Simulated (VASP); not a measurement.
A run of VASP 6.6.1 is set up as follows.

INCAR

```
PREC = Accurate
ENCUT = 520
EDIFF = 1E-6
ISMEAR = -1
SIGMA = 0.1
LREAL = F
LASPH = T
NELM = 100
ALGO = Normal
ISIF = 2
LWAVE = F
LCHARG = T
LELF = T
LVHAR = T
NBANDS = 18
```

KPOINTS

```
regular mesh
0
Gamma
  17 17 10
```

The input POSCAR:

```
Y
1.0
    3.6312399843      0.0000000000      0.0000000000
   -1.8156199922      3.1447460737      0.0000000000
    0.0000000000      0.0000000000      5.6683978755
Y
2
Direct
    0.3333333333      0.6666666667      0.2500000000
    0.6666666667      0.3333333333      0.7500000000
```

Potentials or basis: VASP PAW LDA potentials, release 64 (Y_sv).

Launch:

```bash
$ cat potpaw_LDA.64/Y_sv/POTCAR > POTCAR
$ mpirun -np 1 vasp_std > vasp.out
```

Estimate the band gap on the k mesh.

zero (bands 11 and 12 overlap by 1.50 eV).

What does it give for the pressure?

-3.1 GPa.

Caveat: the cell stands under tension.
